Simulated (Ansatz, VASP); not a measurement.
KZnF3: VASP beside Ansatz

```
CELL_PARAMETERS angstrom
4.05000 0.00000 0.00000
0.00000 4.05000 0.00000
0.00000 0.00000 4.05000
ATOMIC_POSITIONS crystal
K 0.00000 0.00000 0.00000
Zn 0.50000 0.50000 0.50000
F 0.47381 0.47381 0.92593
F 0.00000 0.50000 0.50000
F 0.50000 0.00000 0.50000
```

Alike in both runs: task single point; functional PBE; k mesh 6 × 6 × 6; occupations gaussian, width 0.05 eV; no spin polarisation.

```csv
,VASP,Ansatz
version,VASP 6.6.1,Ansatz 0.2.0
potentials or method,"VASP PAW PBE potentials, release 64 (K_sv, Zn, F), cutoff 520 eV","scalar-relativistic, plane waves, PAW"
valence electrons in the cell,42,42
```

Ansatz gave:

| Item | Value |
| --- | --- |
| gap on the k mesh at the Fermi level (eV) | 3.61 |
| least direct gap on the mesh (eV) | 5.39 |
| pressure (GPa) | 10.1 |
| traceless stress, the component that is largest in VASP (GPa) | 7.97 |
| rms of the force components (eV/Å) | 1.612 |

Question: What did VASP give for the same quantities?

Answer: gap on the k mesh at the Fermi level (eV): 3.54; least direct gap on the mesh (eV): 5.33; pressure (GPa): 10.6; traceless stress, the component that is largest in VASP (GPa): 8.30; rms of the force components (eV/Å): 1.700.

Atom by atom the forces differ by 0.090 eV/Å (rms over components). The functional is the same, so the differences come from potentials, cutoffs and numerics.
